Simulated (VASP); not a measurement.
# AgI (F-43m) in VASP: a series of runs

Runs on AgI. Level: PBEsol. Tasks: single point.

Everything below comes from runs of VASP 6.6.1. Logs are shortened: lines on timing, memory, paths and dates and some standing lists are left out, and cuts for length are marked.

**1. The cell of the first run**

It takes space group F-43m (No. 216, cubic). The conventional cell has a = 5.968 Å, b = 5.968 Å, c = 5.968 Å, α = 90.00°, β = 90.00°, γ = 90.00°. Within 3.4 Å of Ag (site symmetry -43m) lie 4 I at 2.58 Å. I (site symmetry -43m) has 4 Ag at 2.58 Å within 3.4 Å.

**2. Single point, PBEsol**

File INCAR:

```
PREC     = Accurate       # precision mode
ENCUT    = 500            # plane-wave cutoff, eV
EDIFF    = 1E-6           # SCF threshold, eV
ISMEAR   = 0              # smearing method
SIGMA    = 0.01           # smearing width, eV
LREAL    = F              # projectors in reciprocal space
LASPH    = T              # aspherical terms in the spheres
NELM     = 120            # most SCF steps
ALGO     = Normal         # electronic algorithm
ISIF     = 2              # what is computed and relaxed
LWAVE    = F              # write WAVECAR
LCHARG   = F              # write CHGCAR
GGA      = PS             # functional
NBANDS   = 16             # bands
GGA_COMPAT= F
```

File KPOINTS:

```
Automatic mesh
0
Gamma
  6 6 6
```

File POSCAR:

```
AgI
1.0
    2.9841364142      2.9841364142      0.0000000000
   -2.9841364142      2.9841364142      0.0000000000
    0.0000000000      2.9841364142      2.9841364142
Ag I
1 1
Direct
    0.0000000000      0.0000000000      0.0000000000
    0.7500000000      0.2500000000      0.5000000000
```

Potentials or basis: VASP PAW PBE potentials, release 64 (Ag, I).

The run is started by

```sh
$ cat potpaw_PBE.64/Ag/POTCAR potpaw_PBE.64/I/POTCAR > POTCAR
$ mpirun -np 1 vasp_std > vasp.out
```

OUTCAR:

```text
PREC = Accurate
   ENCUT = 500
   EDIFF = 1E-6
   ISMEAR = 0
   LREAL = F
   LASPH = T
   NELM = 120
   ISIF = 2
   GGA = PS

 ion  position               nearest neighbor table
   1  0.000  0.000  0.000-   2 2.58   2 2.58   2 2.58   2 2.58
   2  0.750  0.250  0.500-   1 2.58   1 2.58   1 2.58   1 2.58

  LATTYP: Found a face centered cubic cell.
 ALAT       =     5.9682728284

  Lattice vectors:

 A1 = (   0.0000000000,   2.9841364142,   2.9841364142)
 A2 = (   2.9841364142,   0.0000000000,   2.9841364142)
 A3 = (   2.9841364142,   2.9841364142,   0.0000000000)

Analysis of symmetry for initial positions (statically):
=====================================================================
 Subroutine PRICEL returns:
 Original cell was already a primitive cell.

 Routine SETGRP: Setting up the symmetry group for a
 face centered cubic supercell.

 Subroutine GETGRP returns: Found 24 space group operations
 (whereof 24 operations were pure point group operations)
 out of a pool of 48 trial point group operations.

The static configuration has the point symmetry T_d .

Analysis of symmetry for dynamics (positions and initial velocities):
=====================================================================
 Subroutine PRICEL returns:
 Original cell was already a primitive cell.

 Routine SETGRP: Setting up the symmetry group for a
 face centered cubic supercell.

 Subroutine GETGRP returns: Found 24 space group operations
 (whereof 24 operations were pure point group operations)
 out of a pool of 48 trial point group operations.

The dynamic configuration has the point symmetry T_d .

 Subroutine INISYM returns: Found 24 space group operations
 (whereof 24 operations are pure point group operations),
 and found     1 'primitive' translations

----------------------------------------------------------------------------------------

                                     Primitive cell

  volume of cell :      53.1479

  direct lattice vectors                    reciprocal lattice vectors
     2.984136414  2.984136414  0.000000000     0.167552662  0.167552662 -0.167552662
    -2.984136414  2.984136414  0.000000000    -0.167552662  0.167552662 -0.167552662
     0.000000000  2.984136414  2.984136414     0.000000000  0.000000000  0.335105324

  length of vectors
     4.220206189  4.220206189  4.220206189     0.290209724  0.290209724  0.335105324

[... 69 lines left out ...]
   ENCUT  =  500.0 eV  36.75 Ry    6.06 a.u.   7.69  7.69  7.69*2*pi/ulx,y,z
   NELM   =    120;   NELMIN=  2; NELMDL= -5     # of ELM steps
   EDIFF  = 0.1E-05   stopping-criterion for ELM
   LREAL  =      F    real-space projection
   EDIFFG = 0.1E-04   stopping-criterion for IOM
   NSW    =      0    number of steps for IOM
   IBRION =     -1    ionic relax: 0-MD 1-quasi-New 2-CG
   NFREE  =      0    steps in history (QN), initial steepest desc. (CG)
   ISIF   =      2    stress and relaxation
   ISYM   =      2    0-nonsym 1-usesym 2-fastsym
   POTIM  = 0.5000    time-step for ionic-motion
   TEBEG  =    0.0;   TEEND  =   0.0 temperature during run
   PSTRESS=    0.0 pullay stress
   NELECT =      18.0000    total number of electrons
   NUPDOWN=      -1.0000    fix difference up-down
   EMIN   =  10.00;   EMAX   =-10.00  energy-range for DOS
   EFERMI =   0.00;   METHOD = LEGACY
   ISMEAR =     0;   SIGMA  =   0.01  broadening in eV -4-tet -1-fermi 0-gaus
   EFERMI_NEDOS =   21; number of points for ismear=-14 and -15
   IALGO  =     38    algorithm
   IMIX   =      4    mixing-type and parameters
     AMIX     =   0.40;   BMIX     =  1.00
     AMIX_MAG =   1.60;   BMIX_MAG =  1.00
  volume/ion in A,a.u.               =      26.57       179.33
  Fermi-wavevector in a.u.,A,eV,Ry     =   1.141135  2.156432 17.717356  1.302189
  Thomas-Fermi vector in A             =   2.277836
   LORBIT       =      0    0 simple, 1 ext, 2 COOP (PROOUT), +10 PAW based schemes
   GGA     = PS    functional components
   LHFCALC =     F    Hartree Fock is set to
   AEXX    =    0.0000 exact exchange contribution
   IVDW    =     0    specifies the selected vdW correction
   LEPSILON=     F    determine dielectric tensor
   LRPA    =     F    only Hartree local field effects (RPA)
 non-spin polarized calculation
 Gauss-broadening in eV      SIGMA  =   0.01
  energy-cutoff  :      500.00
  volume of cell :       53.15
 maximum number of plane-waves:      1363
   NGX = 15   NGY = 15   NGZ = 15

 number of electron      17.9999998 magnetization

 Free energy of the ion-electron system (eV)
  ---------------------------------------------------
  ext. energy  EPLUGINS =         0.00000000
  ---------------------------------------------------
  free energy    TOTEN  =        -4.94726572 eV

  energy without entropy =       -4.94726572  energy(sigma->0) =       -4.94726572

 E-fermi :   6.3457     XC(G=0):  -9.8635

 val. band max:        6.2907372729   @ k =   0.0000   0.0000   0.0000
 cond. band min:       7.5056780271   @ k =   0.0000   0.0000   0.0000
 fundamental gap:      1.2149407543
 Fermi energy:         6.3457075410

 k-point     1 :       0.0000    0.0000    0.0000
  band No.  band energies     occupation
      1      -8.2716      2.00000
      2       0.1994      2.00000
      3       0.1994      2.00000
      4       0.1994      2.00000
      5       1.7690      2.00000
      6       1.7690      2.00000
[... 281 lines left out ...]
      3       0.7429      2.00000
      4       0.9307      2.00000
      5       1.7451      2.00000
      6       2.1506      2.00000
[... 8 lines left out ...]
     15      18.3482      0.00000
     16      18.5595      0.00000

------------------------ aborting loop because EDIFF is reached ----------------------------------------

  FORCE on cell =-STRESS in cart. coord.  units (eV):
  Direction    XX          YY          ZZ          XY          YZ          ZX
  --------------------------------------------------------------------------------------
  -------------------------------------------------------------------------------------
  Total        4.9319142      4.9319142      4.9319142      0.0000000      0.0000000     -0.0000000
  in kB      148.6757317    148.6757317    148.6757317      0.0000000      0.0000000     -0.0000000
  external PRESSURE =     148.6757317 kB  Pullay stress =       0.0000000 kB

 VOLUME and BASIS-vectors are now :
 -----------------------------------------------------------------------------
  energy-cutoff  :      500.00
  volume of cell :       53.15
      direct lattice vectors                 reciprocal lattice vectors
     2.984136414  2.984136414  0.000000000     0.167552662  0.167552662 -0.167552662
    -2.984136414  2.984136414  0.000000000    -0.167552662  0.167552662 -0.167552662
     0.000000000  2.984136414  2.984136414     0.000000000  0.000000000  0.335105324

 POSITION                                       TOTAL-FORCE (eV/Angst)
 -----------------------------------------------------------------------------------
      0.00000      0.00000      0.00000         0.000000      0.000000      0.000000
      1.49207      4.47620      1.49207         0.000000     -0.000000      0.000000
 -----------------------------------------------------------------------------------
    total drift:                               -0.000001     -0.000000      0.000000

  FREE ENERGIE OF THE ION-ELECTRON SYSTEM (eV)
  ---------------------------------------------------
  free  energy   TOTEN  =        -4.9472657202 eV

  energy  without entropy=       -4.9472657202  energy(sigma->0) =       -4.94726572
```

OSZICAR:

```text
N       E                     dE             d eps       ncg     rms          rms(c)
DAV:   1     0.908749844051E+02    0.90875E+02   -0.78489E+03   528   0.951E+02
DAV:   2    -0.227325788679E+01   -0.93148E+02   -0.86555E+02   632   0.201E+02
DAV:   3    -0.513359300955E+01   -0.28603E+01   -0.28557E+01   640   0.368E+01
DAV:   4    -0.517170528694E+01   -0.38112E-01   -0.38110E-01   784   0.413E+00
DAV:   5    -0.517200044405E+01   -0.29516E-03   -0.29516E-03   664   0.263E-01    0.976E+00
DAV:   6    -0.496100873839E+01    0.21099E+00   -0.62513E-01   560   0.110E+01    0.698E+00
DAV:   7    -0.495070996092E+01    0.10299E-01   -0.63455E-02   592   0.167E+00    0.290E+00
DAV:   8    -0.494724226211E+01    0.34677E-02   -0.20126E-03   656   0.294E-01    0.291E-01
DAV:   9    -0.494723188797E+01    0.10374E-04   -0.27930E-04   632   0.200E-01    0.676E-02
DAV:  10    -0.494725554293E+01   -0.23655E-04   -0.20106E-05   640   0.417E-02    0.218E-02
DAV:  11    -0.494726619940E+01   -0.10656E-04   -0.11956E-05   568   0.237E-02    0.155E-02
DAV:  12    -0.494726572017E+01    0.47923E-06   -0.12281E-06   472   0.107E-02
   1 F= -.49472657E+01 E0= -.49472657E+01  d E =-.589904E-17
```

stdout:

```text
POSCAR found type information on POSCAR AgI
 POSCAR found :  2 types and       2 ions
 scaLAPACK will be used
 -----------------------------------------------------------------------------
|                                                                             |
|                                                                             |
|     You enforced a specific xc type in the INCAR file but a different       |
|     I HOPE YOU KNOW WHAT YOU ARE DOING!                                     |
|                                                                             |
 -----------------------------------------------------------------------------

 LDA part: xc-table for (Slater+PW92), standard interpolation
 POSCAR, INCAR and KPOINTS ok, starting setup
 FFT: planning ... GRIDC
 FFT: planning ... GRID_SOFT
 FFT: planning ... GRID
 WAVECAR not read
 entering main loop
```

Wall time 12 s (1 thread of Intel Xeon 6975P-C, shared host); peak memory 0.18 GiB.

Results:

```yaml
Free_energy: -4.9473 eV
Pressure: 14.9 GPa
Band_gap_on_the_k_mesh: 1.22 eV, direct
```

Caveat: the PAW data sets were made with another functional, which shifts forces and pressure a little; spin-orbit coupling is left out, which moves the levels of the heavy elements.

(Part 1 of 3 ends here.)
